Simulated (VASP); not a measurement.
# HfC (Fm-3m) in VASP: further runs

HfC is run at these levels: PBEsol+D4; tasks: single point.

Program: VASP 6.6.1. These are calculated values, not measurements. Logs are shortened: lines on timing, memory, paths and dates and some standing lists are left out, and cuts for length are marked.

### 1 The cell of the first run

The structure is cubic, space group Fm-3m (No. 225). Conventional cell: a = 4.650 Å, b = 4.650 Å, c = 4.650 Å, α = 90.00°, β = 90.00°, γ = 90.00°. Hf (site symmetry m-3m) has 6 C at 2.33 Å within 3.1 Å. Within 3.1 Å of C (site symmetry m-3m) lie 6 Hf at 2.33 Å.

### 2 Single point, PBEsol+D4

Contents of INCAR:

```
SYSTEM = HfC
PREC = Accurate ; ENCUT = 520
EDIFF = 1E-6 ; ISMEAR = -1
SIGMA = 0.05 ; LREAL = .FALSE.
LASPH = .TRUE. ; NELM = 60
ALGO = Normal ; ISIF = 2
LWAVE = .FALSE. ; LCHARG = .TRUE.
GGA = PS ; IVDW = 13
LELF = .TRUE. ; LVHAR = .TRUE.
NBANDS = 14
```

Contents of KPOINTS:

```
Automatic mesh
0
G
  3 3 3
  0 0 0
```

Contents of POSCAR:

```
HfC
1.0
    0.0000000000      2.3250000000      2.3250000000
    2.3250000000      0.0000000000      2.3250000000
    2.3250000000      2.3250000000      0.0000000000
Hf C
1 1
Direct
    0.5000000000      0.5000000000      0.5000000000
    0.0000000000      0.0000000000      0.0000000000
```

Potentials or basis: VASP PAW PBE potentials, release 64 (Hf_pv, C).

Started as:

```
> cat potpaw_PBE.64/Hf_pv/POTCAR potpaw_PBE.64/C/POTCAR > POTCAR
> mpirun -np 1 vasp_std > vasp.out
```

OUTCAR:

```text
SYSTEM = HfC
   PREC = Accurate
   ENCUT = 520
   EDIFF = 1E-6
   ISMEAR = -1
   LREAL = .FALSE.
   LASPH = .TRUE.
   NELM = 60
   ISIF = 2
   GGA = PS
   IVDW = 13

 ion  position               nearest neighbor table
   1  0.500  0.500  0.500-   2 2.33   2 2.33   2 2.33   2 2.33   2 2.33   2 2.33
   2  0.000  0.000  0.000-   1 2.33   1 2.33   1 2.33   1 2.33   1 2.33   1 2.33

  LATTYP: Found a face centered cubic cell.
 ALAT       =     4.6500000000

  Lattice vectors:

 A1 = (   0.0000000000,   2.3250000000,   2.3250000000)
 A2 = (   2.3250000000,   0.0000000000,   2.3250000000)
 A3 = (   2.3250000000,   2.3250000000,   0.0000000000)

Analysis of symmetry for initial positions (statically):
=====================================================================
 Subroutine PRICEL returns:
 Original cell was already a primitive cell.

 Routine SETGRP: Setting up the symmetry group for a
 face centered cubic supercell.

 Subroutine GETGRP returns: Found 48 space group operations
 (whereof 48 operations were pure point group operations)
 out of a pool of 48 trial point group operations.

The static configuration has the point symmetry O_h .

Analysis of symmetry for dynamics (positions and initial velocities):
=====================================================================
 Subroutine PRICEL returns:
 Original cell was already a primitive cell.

 Routine SETGRP: Setting up the symmetry group for a
 face centered cubic supercell.

 Subroutine GETGRP returns: Found 48 space group operations
 (whereof 48 operations were pure point group operations)
 out of a pool of 48 trial point group operations.

The dynamic configuration has the point symmetry O_h .

 Subroutine INISYM returns: Found 48 space group operations
 (whereof 48 operations are pure point group operations),
 and found     1 'primitive' translations

----------------------------------------------------------------------------------------

                                     Primitive cell

  volume of cell :      25.1362

  direct lattice vectors                    reciprocal lattice vectors
     0.000000000  2.325000000  2.325000000    -0.215053763  0.215053763  0.215053763
     2.325000000  0.000000000  2.325000000     0.215053763 -0.215053763  0.215053763
     2.325000000  2.325000000  0.000000000     0.215053763  0.215053763 -0.215053763

  length of vectors
     3.288046533  3.288046533  3.288046533     0.372484045  0.372484045  0.372484045

  position of ions in fractional coordinates (direct lattice)
     0.500000000  0.500000000  0.500000000
     0.000000000  0.000000000  0.000000000

  ion indices of the primitive-cell ions
   primitive index   ion index
                 1           1
                 2           2

----------------------------------------------------------------------------------------

 KPOINTS: Automatic mesh

Automatic generation of k-mesh.
 Grid dimensions read from file:
 generate k-points for:    3    3    3

 Generating k-lattice:

  Cartesian coordinates                     Fractional coordinates (reciprocal lattice)
    -0.071684588  0.071684588  0.071684588     0.333333333  0.000000000  0.000000000
     0.071684588 -0.071684588  0.071684588     0.000000000  0.333333333  0.000000000
     0.071684588  0.071684588 -0.071684588     0.000000000  0.000000000  0.333333333

  Length of vectors
     0.124161348  0.124161348  0.124161348

  Shift w.r.t. Gamma in fractional coordinates (k-lattice)
     0.000000000  0.000000000  0.000000000

 Subroutine IBZKPT returns following result:
 ===========================================

 Found      4 irreducible k-points:

 Following reciprocal coordinates:
            Coordinates               Weight
  0.000000  0.000000  0.000000      1.000000
  0.333333  0.000000  0.000000      8.000000
  0.333333  0.333333  0.000000      6.000000
 -0.333333  0.333333  0.000000     12.000000
   k-points           NKPTS =      4   k-points in BZ     NKDIM =      4   number of bands    NBANDS=     14
   number of dos      NEDOS =    301   number of ions     NIONS =      2
   total plane-waves  NPLWV =  13824
   dimension x,y,z NGX =    24 NGY =   24 NGZ =   24
   dimension x,y,z NGXF=    48 NGYF=   48 NGZF=   48
   ions per type =               1   1
   NGX,Y,Z   is equivalent  to a cutoff of  12.13, 12.13, 12.13 a.u.
   NGXF,Y,Z  is equivalent  to a cutoff of  24.27, 24.27, 24.27 a.u.
 SYSTEM =  HfC
   PREC   = accura    normal or accurate (medium, high low for compatibility)
   ISTART =      0    job   : 0-new  1-cont  2-samecut
   ICHARG =      2    charge: 1-file 2-atom 10-const
   ISPIN  =      1    spin polarized calculation?
   LNONCOLLINEAR =      F non collinear calculations
   LSORBIT =      F    spin-orbit coupling
   LASPH  =      T    aspherical Exc in radial PAW
   ENCUT  =  520.0 eV  38.22 Ry    6.18 a.u.   6.11  6.11  6.11*2*pi/ulx,y,z
   NELM   =     60;   NELMIN=  2; NELMDL= -5     # of ELM steps
   EDIFF  = 0.1E-05   stopping-criterion for ELM
   LREAL  =      F    real-space projection
   EDIFFG = 0.1E-04   stopping-criterion for IOM
   NSW    =      0    number of steps for IOM
   IBRION =     -1    ionic relax: 0-MD 1-quasi-New 2-CG
   NFREE  =      0    steps in history (QN), initial steepest desc. (CG)
   ISIF   =      2    stress and relaxation
   ISYM   =      2    0-nonsym 1-usesym 2-fastsym
   POTIM  = 0.5000    time-step for ionic-motion
   TEBEG  =    0.0;   TEEND  =   0.0 temperature during run
   PSTRESS=    0.0 pullay stress
   NELECT =      14.0000    total number of electrons
   NUPDOWN=      -1.0000    fix difference up-down
   EMIN   =  10.00;   EMAX   =-10.00  energy-range for DOS
   EFERMI =   0.00;   METHOD = LEGACY
   ISMEAR =    -1;   SIGMA  =   0.05  broadening in eV -4-tet -1-fermi 0-gaus
   EFERMI_NEDOS =   21; number of points for ismear=-14 and -15
   IALGO  =     38    algorithm
   IMIX   =      4    mixing-type and parameters
     AMIX     =   0.40;   BMIX     =  1.00
     AMIX_MAG =   1.60;   BMIX_MAG =  1.00
  volume/ion in A,a.u.               =      12.57        84.81
  Fermi-wavevector in a.u.,A,eV,Ry     =   1.346949  2.545365 24.684672  1.814272
  Thomas-Fermi vector in A             =   2.474740
   LORBIT       =      0    0 simple, 1 ext, 2 COOP (PROOUT), +10 PAW based schemes
   GGA     = PS    functional components
   LHFCALC =     F    Hartree Fock is set to
   AEXX    =    0.0000 exact exchange contribution
   IVDW    =    13    specifies the selected vdW correction
   LEPSILON=     F    determine dielectric tensor
   LRPA    =     F    only Hartree local field effects (RPA)
 non-spin polarized calculation
  energy-cutoff  :      520.00
  volume of cell :       25.14
 maximum number of plane-waves:       680
   NGX = 13   NGY = 13   NGZ = 13

 number of electron      14.0000000 magnetization

 Free energy of the ion-electron system (eV)
  ---------------------------------------------------
  ext. energy  EPLUGINS =         0.00000000
  ---------------------------------------------------
  free energy    TOTEN  =       -21.97200049 eV

  energy without entropy =      -21.94700781  energy(sigma->0) =      -21.95950415

 E-fermi :   5.4741     XC(G=0): -12.4250

 val. band max:        5.4191490604   @ k =   0.3333   0.3333   0.0000
 cond. band min:       6.7774509973   @ k =   0.0000   0.0000   0.0000
 fundamental gap:      1.3583019369
 Fermi energy:         5.4740794551

 k-point     1 :       0.0000    0.0000    0.0000
  band No.  band energies     occupation
      1     -23.6704      2.00000
      2     -23.6704      2.00000
      3     -23.6704      2.00000
      4      -6.5161      2.00000
      5       6.7775      0.00000
      6       6.7775      0.00000
      7       6.7775      0.00000
      8       7.1615      0.00000
      9       7.1615      0.00000
     10       7.1615      0.00000
     11       9.1761      0.00000
     12       9.1761      0.00000
     13      12.6053      0.00000
     14      16.7589      0.00000

 k-point     2 :       0.3333    0.0000    0.0000
  band No.  band energies     occupation
      1     -24.1936      2.00000
      2     -23.7228      2.00000
      3     -23.7228      2.00000
      4      -4.1612      2.00000
      5       1.3641      2.00000
      6       3.3470      2.00000
      7       3.3470      2.00000
      8       9.4621      0.00000
      9       9.7954      0.00000
     10       9.7954      0.00000
     11      14.7638      0.00000
     12      15.0468      0.00000
     13      15.0469      0.00000
     14      19.5279      0.00000

 k-point     3 :       0.3333    0.3333    0.0000
  band No.  band energies     occupation
      1     -24.1374      2.00000
      2     -23.8473      2.00000
      3     -23.8473      2.00000
      4      -4.5736      2.00000
      5       2.0570      2.00000
      6       4.5730      2.00000
      7       5.4191      1.50000
      8       5.4191      1.50000
      9      10.5429      0.00000
     10      12.1378      0.00000
     11      12.1378      0.00000
     12      13.5354      0.00000
     13      17.8901      0.00000
     14      18.8047      0.00000

 k-point     4 :      -0.3333    0.3333    0.0000
  band No.  band energies     occupation
      1     -24.1252      2.00000
      2     -24.1001      2.00000
      3     -23.8121      2.00000
      4      -3.5995      2.00000
      5       1.4675      2.00000
      6       3.0412      2.00000
      7       3.6057      2.00000
      8       8.5933      0.00000
      9      10.9362      0.00000
     10      11.5406      0.00000
     11      13.4994      0.00000
     12      15.6397      0.00000
     13      17.7531      0.00000
     14      19.1067      0.00000

------------------------ aborting loop because EDIFF is reached ----------------------------------------

  DFT-D4 for vdW energy calculation

  Edisp (eV):   -0.28775

  FORCE on cell =-STRESS in cart. coord.  units (eV):
  Direction    XX          YY          ZZ          XY          YZ          ZX
  --------------------------------------------------------------------------------------
  -------------------------------------------------------------------------------------
  Total      -1.39362    -1.39362    -1.39362     0.00000    -0.00000    -0.00000
  in kB     -88.82946   -88.82946   -88.82946     0.00000    -0.00000    -0.00000
  external pressure =      -88.83 kB  Pullay stress =        0.00 kB

 VOLUME and BASIS-vectors are now :
 -----------------------------------------------------------------------------
  energy-cutoff  :      520.00
  volume of cell :       25.14
      direct lattice vectors                 reciprocal lattice vectors
     0.000000000  2.325000000  2.325000000    -0.215053763  0.215053763  0.215053763
     2.325000000  0.000000000  2.325000000     0.215053763 -0.215053763  0.215053763
     2.325000000  2.325000000  0.000000000     0.215053763  0.215053763 -0.215053763

 POSITION                                       TOTAL-FORCE (eV/Angst)
 -----------------------------------------------------------------------------------
      2.32500      2.32500      2.32500        -0.000000     -0.000000     -0.000000
      0.00000      0.00000      0.00000         0.000000      0.000000      0.000000
 -----------------------------------------------------------------------------------
    total drift:                                0.000000     -0.000000      0.000000

  FREE ENERGIE OF THE ION-ELECTRON SYSTEM (eV)
  ---------------------------------------------------
  free  energy   TOTEN  =       -22.2597487510 eV

  energy  without entropy=      -22.2347560720  energy(sigma->0) =      -22.24725241
```

Wall time 5.7 s (1 thread of Intel Xeon Platinum 8488C (Sapphire Rapids), shared host); peak memory 0.14 GiB.

Results:

```
Free energy                : -22.2597 eV
Pressure                   : -8.9 GPa
Band gap on the k mesh     : zero (band 7 reaches 6.78 eV, above the bottom of band 8 at 5.42 eV)
Dispersion energy per atom : -0.144 eV
```

Caveat: the k points lie up to 0.78 Å⁻¹ apart; the PAW data sets were made with another functional, which shifts forces and pressure a little; spin-orbit coupling is left out, which moves the levels of the heavy elements; pairwise dispersion overbinds metals, which lowers pressure and volume.

(Part 1 of 2 ends here.)
